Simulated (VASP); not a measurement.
# MgS (Niningerite) (Fm-3m) in VASP: further runs, part 2 of 2

VASP 6.6.1. Earlier steps stand in the parts before.

## (3) Single point, r2SCAN

This run uses another cell than the first one, of 16.20 Å³/atom, 1.045 times its volume.

Input file POSCAR:

```
MgS
1.0
    0.0000000000      2.5303357197      2.5303357197
    2.5303357197      0.0000000000      2.5303357197
    2.5303357197      2.5303357197      0.0000000000
Mg S
1 1
Direct
    0.0000000000      0.0000000000      0.0000000000
    0.5000000000      0.5000000000      0.5000000000
```

Input file INCAR.step1:

```
SYSTEM = MgS
ALGO = Normal
EDIFF = 1E-4
ENCUT = 520
GGA = PE
ISMEAR = 0
LASPH = .TRUE.
LCHARG = .FALSE.
LREAL = .FALSE.
LWAVE = .TRUE.
NBANDS = 11
NELM = 100
PREC = Accurate
SIGMA = 0.01
```

Input file INCAR.step2:

```
SYSTEM = MgS
ALGO = Normal
EDIFF = 1E-7
ENCUT = 520
ISIF = 2
ISMEAR = 0
ISTART = 1
LASPH = .TRUE.
LCHARG = .FALSE.
LMIXTAU = .TRUE.
LREAL = .FALSE.
LWAVE = .FALSE.
METAGGA = R2SCAN
NBANDS = 11
NELM = 100
PREC = Accurate
SIGMA = 0.01
```

Input file KPOINTS:

```
k-points
0
G
  6 6 6
  0 0 0
```

Potentials or basis: VASP PAW PBE potentials, release 64 (Mg, S).

On the command line:

```bash
$ cat potpaw_PBE.64/Mg/POTCAR potpaw_PBE.64/S/POTCAR > POTCAR
$ cp INCAR.step1 INCAR
$ mpirun -np 1 vasp_std > vasp.out
$ cp INCAR.step2 INCAR
$ mpirun -np 1 vasp_std > vasp.out
```

OUTCAR:

```text
SYSTEM = MgS
   EDIFF = 1E-7
   ENCUT = 520
   ISIF = 2
   ISMEAR = 0
   ISTART = 1
   LASPH = .TRUE.
   LREAL = .FALSE.
   METAGGA = R2SCAN
   NELM = 100
   PREC = Accurate

 ion  position               nearest neighbor table
   1  0.000  0.000  0.000-   2 2.53   2 2.53   2 2.53   2 2.53   2 2.53   2 2.53
   2  0.500  0.500  0.500-   1 2.53   1 2.53   1 2.53   1 2.53   1 2.53   1 2.53

  LATTYP: Found a face centered cubic cell.
 ALAT       =     5.0606714394

  Lattice vectors:

 A1 = (   0.0000000000,   2.5303357197,   2.5303357197)
 A2 = (   2.5303357197,   0.0000000000,   2.5303357197)
 A3 = (   2.5303357197,   2.5303357197,   0.0000000000)

Analysis of symmetry for initial positions (statically):
=====================================================================
 Subroutine PRICEL returns:
 Original cell was already a primitive cell.

 Routine SETGRP: Setting up the symmetry group for a
 face centered cubic supercell.

 Subroutine GETGRP returns: Found 48 space group operations
 (whereof 48 operations were pure point group operations)
 out of a pool of 48 trial point group operations.

The static configuration has the point symmetry O_h .
[... 163 lines left out ...]
      2       4.2728      2.00000
      3       4.2728      2.00000
      4       4.2728      2.00000
      5       9.6275      0.00000
      6      12.7283      0.00000
      7      12.7283      0.00000
      8      12.7283      0.00000
      9      15.3000      0.00000
     10      15.3000      0.00000
     11      18.0375      0.00000
[... 197 lines left out ...]
 k-point    16 :      -0.3333    0.5000    0.1667
  band No.  band energies     occupation
      1      -7.3698      2.00000
      2       0.0255      2.00000
      3       1.3310      2.00000
      4       1.8209      2.00000
      5       9.5952      0.00000
      6      11.0062      0.00000
      7      14.5858      0.00000
      8      15.2268      0.00000
      9      20.1676      0.00000
     10      21.2434      0.00000
     11      21.3687      0.00000

------------------------ aborting loop because EDIFF is reached ----------------------------------------

  FORCE on cell =-STRESS in cart. coord.  units (eV):
  Direction    XX          YY          ZZ          XY          YZ          ZX
  --------------------------------------------------------------------------------------
  -------------------------------------------------------------------------------------
  Total        1.4900551      1.4900551      1.4900551     -0.0000000     -0.0000000      0.0000000
  in kB       73.6798068     73.6798068     73.6798068     -0.0000000     -0.0000000      0.0000000
  external PRESSURE =      73.6798068 kB  Pullay stress =       0.0000000 kB

 VOLUME and BASIS-vectors are now :
 -----------------------------------------------------------------------------
  energy-cutoff  :      520.00
  volume of cell :       32.40
      direct lattice vectors                 reciprocal lattice vectors
     0.000000000  2.530335720  2.530335720    -0.197602238  0.197602238  0.197602238
     2.530335720  0.000000000  2.530335720     0.197602238 -0.197602238  0.197602238
     2.530335720  2.530335720  0.000000000     0.197602238  0.197602238 -0.197602238

 POSITION                                       TOTAL-FORCE (eV/Angst)
 -----------------------------------------------------------------------------------
      0.00000      0.00000      0.00000         0.000000     -0.000000      0.000000
      2.53034      2.53034      2.53034        -0.000000      0.000000     -0.000000
 -----------------------------------------------------------------------------------
    total drift:                                0.000000      0.000000      0.000000

  FREE ENERGIE OF THE ION-ELECTRON SYSTEM (eV)
  ---------------------------------------------------
  free  energy   TOTEN  =       -15.4518638130 eV

  energy  without entropy=      -15.4518638130  energy(sigma->0) =      -15.45186381
```

OUTCAR.step1:

```text
SYSTEM = MgS
   EDIFF = 1E-4
   ENCUT = 520
   GGA = PE
   ISMEAR = 0
   LASPH = .TRUE.
   LREAL = .FALSE.
[... 434 lines left out ...]
      0.00000      0.00000      0.00000        -0.000000      0.000000     -0.000000
      2.53034      2.53034      2.53034         0.000000     -0.000000      0.000000
 -----------------------------------------------------------------------------------
    total drift:                                0.000000      0.000000      0.000000

  FREE ENERGIE OF THE ION-ELECTRON SYSTEM (eV)
  ---------------------------------------------------
  free  energy   TOTEN  =        -8.4195316605 eV

  energy  without entropy=       -8.4195316605  energy(sigma->0) =       -8.41953166
```

OSZICAR.step1:

```text
N       E                     dE             d eps       ncg     rms          rms(c)
DAV:   1     0.220818092678E+02    0.22082E+02   -0.37446E+03   360   0.599E+02
DAV:   2    -0.749781632497E+01   -0.29580E+02   -0.28476E+02   435   0.103E+02
DAV:   3    -0.879142777051E+01   -0.12936E+01   -0.12915E+01   445   0.227E+01
DAV:   4    -0.879838858841E+01   -0.69608E-02   -0.69603E-02   433   0.204E+00
DAV:   5    -0.879843843419E+01   -0.49846E-04   -0.49845E-04   457   0.165E-01    0.481E+00
DAV:   6    -0.845928834107E+01    0.33915E+00   -0.68531E-01   397   0.339E+00    0.379E+00
DAV:   7    -0.841914646987E+01    0.40142E-01   -0.21864E-01   412   0.208E+00    0.242E+00
DAV:   8    -0.841970293332E+01   -0.55646E-03   -0.13004E-02   385   0.688E-01    0.985E-01
DAV:   9    -0.841951574757E+01    0.18719E-03   -0.58147E-04   422   0.147E-01    0.316E-01
DAV:  10    -0.841953166047E+01   -0.15913E-04   -0.14377E-04   247   0.576E-02
   1 F= -.84195317E+01 E0= -.84195317E+01  d E =-.121725E-62
```

Run time: 21 s. Hardware: 1 thread of Intel Xeon 6975P-C (Granite Rapids), shared host; peak memory 0.16 GiB.

Results:

```yaml
Free_energy: -15.4519 eV
Pressure: 7.4 GPa
Band_gap_on_the_k_mesh: 3.61 eV, indirect (least direct gap 5.35 eV)
```

Caveat: the PAW data sets were made with another functional, which shifts forces and pressure a little. r2SCAN opens gaps a little over a GGA but as a rule still falls short of measured ones.
